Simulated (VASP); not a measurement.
# Rh (Fm-3m) in VASP: a series of runs

The runs below take Rh through electric field gradients, with LDA.

Program: VASP 6.6.1. These are calculated values, not measurements. Logs are shortened: lines on timing, memory, paths and dates and some standing lists are left out, and cuts for length are marked.

## Step 1: The cell of the first run

Symmetry: Fm-3m, No. 225, cubic system. Conventional cell: a = 3.806 Å, b = 3.806 Å, c = 3.806 Å, α = 90.00°, β = 90.00°, γ = 90.00°. Within 3.5 Å of Rh (site symmetry m-3m) lie 12 Rh at 2.69 Å.

## Step 2: Electric field gradients, LDA

INCAR reads:

```
ALGO = Normal
EDIFF = 1E-8
ENCUT = 520
GGA = CA
ISIF = 2
ISMEAR = -1
LASPH = T
LCHARG = F
LEFG = T
LREAL = F
LWAVE = F
NBANDS = 14
NELM = 100
PREC = Accurate
SIGMA = 0.05
```

KPOINTS reads:

```
k-points
0
Gamma
  9 9 9
```

POSCAR reads:

```
Rh
1.0
    0.0000000000      1.9029860865      1.9029860865
    1.9029860865      0.0000000000      1.9029860865
    1.9029860865      1.9029860865      0.0000000000
Rh
1
Direct
    0.0000000000      0.0000000000      0.0000000000
```

Potentials or basis: VASP PAW LDA potentials, release 64 (Rh_pv).

The run is started by

```bash
$ cat potpaw_LDA.64/Rh_pv/POTCAR > POTCAR
$ mpirun -np 1 vasp_std > vasp.out
```

OUTCAR:

```text
EDIFF = 1E-8
   ENCUT = 520
   GGA = CA
   ISIF = 2
   ISMEAR = -1
   LASPH = T
   LREAL = F
   NELM = 100
   PREC = Accurate

 ion  position               nearest neighbor table
   1  0.000  0.000  0.000-

  LATTYP: Found a face centered cubic cell.
 ALAT       =     3.8059721730

  Lattice vectors:

 A1 = (   0.0000000000,   1.9029860865,   1.9029860865)
 A2 = (   1.9029860865,   0.0000000000,   1.9029860865)
 A3 = (   1.9029860865,   1.9029860865,   0.0000000000)

Analysis of symmetry for initial positions (statically):
=====================================================================
 Subroutine PRICEL returns:
 Original cell was already a primitive cell.

 Routine SETGRP: Setting up the symmetry group for a
 face centered cubic supercell.

 Subroutine GETGRP returns: Found 48 space group operations
 (whereof 48 operations were pure point group operations)
 out of a pool of 48 trial point group operations.

The static configuration has the point symmetry O_h .

Analysis of symmetry for dynamics (positions and initial velocities):
=====================================================================
 Subroutine PRICEL returns:
 Original cell was already a primitive cell.

 Routine SETGRP: Setting up the symmetry group for a
 face centered cubic supercell.

 Subroutine GETGRP returns: Found 48 space group operations
 (whereof 48 operations were pure point group operations)
 out of a pool of 48 trial point group operations.

The dynamic configuration has the point symmetry O_h .

 Subroutine INISYM returns: Found 48 space group operations
 (whereof 48 operations are pure point group operations),
 and found     1 'primitive' translations

----------------------------------------------------------------------------------------

                                     Primitive cell

  volume of cell :      13.7828

  direct lattice vectors                    reciprocal lattice vectors
     0.000000000  1.902986086  1.902986086    -0.262744958  0.262744958  0.262744958
     1.902986086  0.000000000  1.902986086     0.262744958 -0.262744958  0.262744958
     1.902986086  1.902986086  0.000000000     0.262744958  0.262744958 -0.262744958

  length of vectors
     2.691228733  2.691228733  2.691228733     0.455087617  0.455087617  0.455087617

  position of ions in fractional coordinates (direct lattice)
     0.000000000  0.000000000  0.000000000

  ion indices of the primitive-cell ions
   primitive index   ion index
                 1           1

----------------------------------------------------------------------------------------

 KPOINTS: k-points

Automatic generation of k-mesh.
 Grid dimensions read from file:
 generate k-points for:    9    9    9

 Generating k-lattice:

  Cartesian coordinates                     Fractional coordinates (reciprocal lattice)
    -0.029193884  0.029193884  0.029193884     0.111111111  0.000000000  0.000000000
     0.029193884 -0.029193884  0.029193884     0.000000000  0.111111111  0.000000000
     0.029193884  0.029193884 -0.029193884     0.000000000  0.000000000  0.111111111

  Length of vectors
     0.050565291  0.050565291  0.050565291

  Shift w.r.t. Gamma in fractional coordinates (k-lattice)
     0.000000000  0.000000000  0.000000000

 Subroutine IBZKPT returns following result:
 ===========================================

 Found     35 irreducible k-points:

 Following reciprocal coordinates:
            Coordinates               Weight
  0.000000  0.000000  0.000000      1.000000
  0.111111  0.000000  0.000000      8.000000
  0.222222  0.000000  0.000000      8.000000
  0.333333  0.000000  0.000000      8.000000
  0.444444  0.000000  0.000000      8.000000
  0.111111  0.111111  0.000000      6.000000
[... 16 lines left out ...]
 -0.333333  0.333333  0.000000     12.000000
  0.444444  0.444444  0.000000      6.000000
 [... further k-points ...]
   k-points           NKPTS =     35   k-points in BZ     NKDIM =     35   number of bands    NBANDS=     14
   number of dos      NEDOS =    301   number of ions     NIONS =      1
   total plane-waves  NPLWV =   8000
   dimension x,y,z NGX =    20 NGY =   20 NGZ =   20
   dimension x,y,z NGXF=    40 NGYF=   40 NGZF=   40
   ions per type =               1
   NGX,Y,Z   is equivalent  to a cutoff of  12.35, 12.35, 12.35 a.u.
   NGXF,Y,Z  is equivalent  to a cutoff of  24.71, 24.71, 24.71 a.u.
 SYSTEM =  unknown system
   PREC   = accura    normal or accurate (medium, high low for compatibility)
   ISTART =      0    job   : 0-new  1-cont  2-samecut
   ICHARG =      2    charge: 1-file 2-atom 10-const
   ISPIN  =      1    spin polarized calculation?
   LNONCOLLINEAR =      F non collinear calculations
   LSORBIT =      F    spin-orbit coupling
   LASPH  =      T    aspherical Exc in radial PAW
   ENCUT  =  520.0 eV  38.22 Ry    6.18 a.u.   5.00  5.00  5.00*2*pi/ulx,y,z
   NELM   =    100;   NELMIN=  2; NELMDL= -5     # of ELM steps
   EDIFF  = 0.1E-07   stopping-criterion for ELM
   LREAL  =      F    real-space projection
   EDIFFG = 0.1E-06   stopping-criterion for IOM
   NSW    =      0    number of steps for IOM
   IBRION =     -1    ionic relax: 0-MD 1-quasi-New 2-CG
   NFREE  =      0    steps in history (QN), initial steepest desc. (CG)
   ISIF   =      2    stress and relaxation
   ISYM   =      2    0-nonsym 1-usesym 2-fastsym
   POTIM  = 0.5000    time-step for ionic-motion
   TEBEG  =    0.0;   TEEND  =   0.0 temperature during run
   PSTRESS=    0.0 pullay stress
   NELECT =      15.0000    total number of electrons
   NUPDOWN=      -1.0000    fix difference up-down
   EMIN   =  10.00;   EMAX   =-10.00  energy-range for DOS
   EFERMI =   0.00;   METHOD = LEGACY
   ISMEAR =    -1;   SIGMA  =   0.05  broadening in eV -4-tet -1-fermi 0-gaus
   EFERMI_NEDOS =   21; number of points for ismear=-14 and -15
   IALGO  =     38    algorithm
   IMIX   =      4    mixing-type and parameters
     AMIX     =   0.40;   BMIX     =  1.00
     AMIX_MAG =   1.60;   BMIX_MAG =  1.00
  volume/ion in A,a.u.               =      13.78        93.01
  Fermi-wavevector in a.u.,A,eV,Ry     =   1.683939  3.182183 38.581359  2.835650
  Thomas-Fermi vector in A             =   2.767050
   LORBIT       =      0    0 simple, 1 ext, 2 COOP (PROOUT), +10 PAW based schemes
   GGA     = CA    functional components
   LHFCALC =     F    Hartree Fock is set to
   AEXX    =    0.0000 exact exchange contribution
   IVDW    =     0    specifies the selected vdW correction
   LEPSILON=     F    determine dielectric tensor
   LRPA    =     F    only Hartree local field effects (RPA)
 non-spin polarized calculation
  energy-cutoff  :      520.00
  volume of cell :       13.78
 maximum number of plane-waves:       380
   NGX =  9   NGY =  9   NGZ =  9

 number of electron      15.0000007 magnetization

 Free energy of the ion-electron system (eV)
  ---------------------------------------------------
  ext. energy  EPLUGINS =         0.00000000
  ---------------------------------------------------
  free energy    TOTEN  =        -8.66428732 eV

  energy without entropy =       -8.65531581  energy(sigma->0) =       -8.65980156

 E-fermi :  11.5911     XC(G=0): -14.3377

 val. band max:       11.5906531984   @ k =  -0.3333   0.3333   0.0000
 cond. band min:      11.6236480369   @ k =  -0.4444   0.4444   0.1111
 fundamental gap:      0.0329948385
 Fermi energy:        11.5911288968

 k-point     1 :       0.0000    0.0000    0.0000
  band No.  band energies     occupation
      1     -34.5130      2.00000
      2     -34.5130      2.00000
      3     -34.5130      2.00000
      4       3.6524      2.00000
      5       8.5614      2.00000
      6       8.5614      2.00000
      7       8.5614      2.00000
      8      10.6653      2.00000
      9      10.6653      2.00000
     10      27.6267      0.00000
     11      31.9825      0.00000
     12      33.0010      0.00000
     13      33.0010      0.00000
     14      33.0010      0.00000

 k-point     2 :       0.1111    0.0000    0.0000
  band No.  band energies     occupation
      1     -34.6023      2.00000
      2     -34.5251      2.00000
      3     -34.5251      2.00000
      4       4.1348      2.00000
      5       8.3674      2.00000
      6       8.7386      2.00000
      7       8.7386      2.00000
      8      10.5777      2.00000
      9      10.5777      2.00000
     10      28.2943      0.00000
     11      30.8777      0.00000
     12      31.9835      0.00000
     13      33.7132      0.00000
     14      33.7132      0.00000

 k-point     3 :       0.2222    0.0000    0.0000
  band No.  band energies     occupation
      1     -34.8248      2.00000
      2     -34.5555      2.00000
      3     -34.5555      2.00000
      4       5.2272      2.00000
      5       8.2716      2.00000
      6       8.9441      2.00000
      7       8.9441      2.00000
      8      10.6890      2.00000
      9      10.6890      2.00000
     10      27.5541      0.00000
     11      29.2650      0.00000
     12      31.9827      0.00000
     13      35.5230      0.00000
     14      35.5230      0.00000

 k-point     4 :       0.3333    0.0000    0.0000
  band No.  band energies     occupation
      1     -35.0721      2.00000
      2     -34.5899      2.00000
      3     -34.5899      2.00000
      4       5.6721      2.00000
      5       8.7494      2.00000
      6       8.7494      2.00000
      7       9.6482      2.00000
      8      11.4197      1.93717
      9      11.4197      1.93717
     10      24.0177      0.00000
     11      28.3326      0.00000
     12      31.9832      0.00000
     13      35.0637      0.00000
     14      35.0637      0.00000

 k-point     5 :       0.4444    0.0000    0.0000
  band No.  band energies     occupation
      1     -35.2303      2.00000
      2     -34.6123      2.00000
      3     -34.6122      2.00000
      4       5.5424      2.00000
      5       8.5229      2.00000
      6       8.5229      2.00000
      7      11.8891      0.00515
      8      12.1216      0.00005
      9      12.1216      0.00005
     10      20.8109      0.00000
     11      27.2751      0.00000
[... 276 lines left out ...]
 k-point    22 :      -0.4444    0.3333    0.0000
  band No.  band energies     occupation
      1     -35.1186      2.00000
      2     -34.8900      2.00000
      3     -34.7330      2.00000
      4       6.0615      2.00000
      5       6.7303      2.00000
      6       9.7620      2.00000
      7      10.9238      2.00000
      8      12.2634      0.00000
      9      17.8486      0.00000
     10      21.1516      0.00000
     11      24.7143      0.00000
     12      27.6622      0.00000
     13      31.9791      0.00000
     14      32.9545      0.00000

 k-point    23 :      -0.3333    0.3333    0.0000
  band No.  band energies     occupation
      1     -35.0134      2.00000
      2     -35.0091      2.00000
      3     -34.6921      2.00000
      4       6.5907      2.00000
      5       7.5303      2.00000
      6       8.7255      2.00000
      7      10.4151      2.00000
      8      11.5907      1.00476
      9      18.2393      0.00000
     10      21.5225      0.00000
     11      23.6095      0.00000
     12      30.0569      0.00000
     13      31.7519      0.00000
     14      31.9940      0.00000

 k-point    24 :       0.4444    0.4444    0.0000
  band No.  band energies     occupation
      1     -35.1889      2.00000
      2     -34.7762      2.00000
      3     -34.7762      2.00000
      4       5.4226      2.00000
      5       5.7671      2.00000
      6      12.1543      0.00003
      7      12.4473      0.00000
      8      12.4473      0.00000
      9      14.2097      0.00000
     10      24.6545      0.00000
     11      25.2251      0.00000
     12      25.2251      0.00000
     13      31.9742      0.00000
     14      34.4666      0.00000

 [... further k-points ...]
[... 5 lines left out ...]
  --------------------------------------------------------------------------------------
  -------------------------------------------------------------------------------------
  Total       -0.9430734     -0.9430734     -0.9430734     -0.0000000     -0.0000000     -0.0000000
  in kB     -109.6274369   -109.6274369   -109.6274369     -0.0000000     -0.0000000     -0.0000000
  external PRESSURE =    -109.6274369 kB  Pullay stress =       0.0000000 kB

 VOLUME and BASIS-vectors are now :
 -----------------------------------------------------------------------------
  energy-cutoff  :      520.00
  volume of cell :       13.78
      direct lattice vectors                 reciprocal lattice vectors
     0.000000000  1.902986086  1.902986086    -0.262744958  0.262744958  0.262744958
     1.902986086  0.000000000  1.902986086     0.262744958 -0.262744958  0.262744958
     1.902986086  1.902986086  0.000000000     0.262744958  0.262744958 -0.262744958

 POSITION                                       TOTAL-FORCE (eV/Angst)
 -----------------------------------------------------------------------------------
      0.00000      0.00000      0.00000        -0.000000     -0.000000     -0.000000
 -----------------------------------------------------------------------------------
    total drift:                                0.000000      0.000000      0.000000

  FREE ENERGIE OF THE ION-ELECTRON SYSTEM (eV)
  ---------------------------------------------------
  free  energy   TOTEN  =        -8.6642873166 eV

  energy  without entropy=       -8.6553158100  energy(sigma->0) =       -8.65980156

 Electric field gradients (V/A^2)
---------------------------------------------------------------------
 ion       V_xx      V_yy      V_zz      V_xy      V_xz      V_yz
---------------------------------------------------------------------
   1      -0.000    -0.000     0.000     0.001     0.001     0.001
---------------------------------------------------------------------

 Electric field gradients after diagonalization (V/A^2)
 (convention: |V_zz| > |V_xx| > |V_yy|)
----------------------------------------------------------------------
 ion       V_xx      V_yy      V_zz     asymmetry (V_yy - V_xx)/ V_zz
----------------------------------------------------------------------
   1      -0.001    -0.001     0.001       0.000
----------------------------------------------------------------------

           NMR quadrupolar parameters

 Cq : quadrupolar parameter    Cq=e*Q*V_zz/h
 eta: asymmetry parameters     (V_yy - V_xx)/ V_zz
 Q  : nuclear electric quadrupole moment in mb (millibarn)
----------------------------------------------------------------------
 ion       Cq(MHz)       eta       Q (mb)
----------------------------------------------------------------------
   1       0.000       0.000       1.000
----------------------------------------------------------------------
```

Wall time 8.7 s (1 thread of Intel Xeon 8259CL, shared host); peak memory 0.12 GiB.

What came out:

| Quantity | Value |
| --- | --- |
| Free energy | -8.6643 eV |
| Pressure | -11.0 GPa |

Caveat: without QUAD_EFG the Cq values of the log hold for a quadrupole moment of 1 mb, not for the nuclei.

## Step 3: Electric field gradients, LDA

INCAR reads:

```
PREC = Accurate
ENCUT = 520
EDIFF = 1E-8
ISMEAR = -1
SIGMA = 0.05
LREAL = False
LASPH = True
NELM = 60
ALGO = Normal
ISIF = 2
LWAVE = False
LCHARG = False
LEFG = True
NBANDS = 14
```

KPOINTS reads:

```
Automatic mesh
0
Gamma
  14 14 14
```

POSCAR is that of step 2.

Potentials or basis: VASP PAW LDA potentials, release 64 (Rh_pv).

The run is started by

```bash
$ cat potpaw_LDA.64/Rh_pv/POTCAR > POTCAR
$ mpirun -np 1 vasp_std > vasp.out
```

OUTCAR:

```text
PREC = Accurate
   ENCUT = 520
   EDIFF = 1E-8
   ISMEAR = -1
   LREAL = False
   LASPH = True
   NELM = 60
   ISIF = 2

 ion  position               nearest neighbor table
   1  0.000  0.000  0.000-

  LATTYP: Found a face centered cubic cell.
 ALAT       =     3.8059721730

  Lattice vectors:

 A1 = (   0.0000000000,   1.9029860865,   1.9029860865)
[... 613 lines left out ...]
 -----------------------------------------------------------------------------------
    total drift:                                0.000000      0.000000      0.000000

  FREE ENERGIE OF THE ION-ELECTRON SYSTEM (eV)
  ---------------------------------------------------
  free  energy   TOTEN  =        -8.6701617417 eV

  energy  without entropy=       -8.6599823439  energy(sigma->0) =       -8.66507204

 Electric field gradients (V/A^2)
---------------------------------------------------------------------
 ion       V_xx      V_yy      V_zz      V_xy      V_xz      V_yz
---------------------------------------------------------------------
   1      -0.000    -0.000     0.000     0.001     0.001     0.001
---------------------------------------------------------------------

 Electric field gradients after diagonalization (V/A^2)
 (convention: |V_zz| > |V_xx| > |V_yy|)
----------------------------------------------------------------------
 ion       V_xx      V_yy      V_zz     asymmetry (V_yy - V_xx)/ V_zz
----------------------------------------------------------------------
   1      -0.001    -0.001     0.001       0.000
----------------------------------------------------------------------

           NMR quadrupolar parameters

 Cq : quadrupolar parameter    Cq=e*Q*V_zz/h
 eta: asymmetry parameters     (V_yy - V_xx)/ V_zz
 Q  : nuclear electric quadrupole moment in mb (millibarn)
----------------------------------------------------------------------
 ion       Cq(MHz)       eta       Q (mb)
----------------------------------------------------------------------
   1       0.000       0.000       1.000
----------------------------------------------------------------------
```

Run time: 18 s. Hardware: 1 thread of Intel Xeon 8259CL, shared host; peak memory 0.13 GiB.

Results:

- Free energy: -8.6702 eV
- Pressure: -11.0 GPa

Caveat: without QUAD_EFG the Cq values of the log hold for a quadrupole moment of 1 mb, not for the nuclei.

(Part 1 of 2 ends here.)
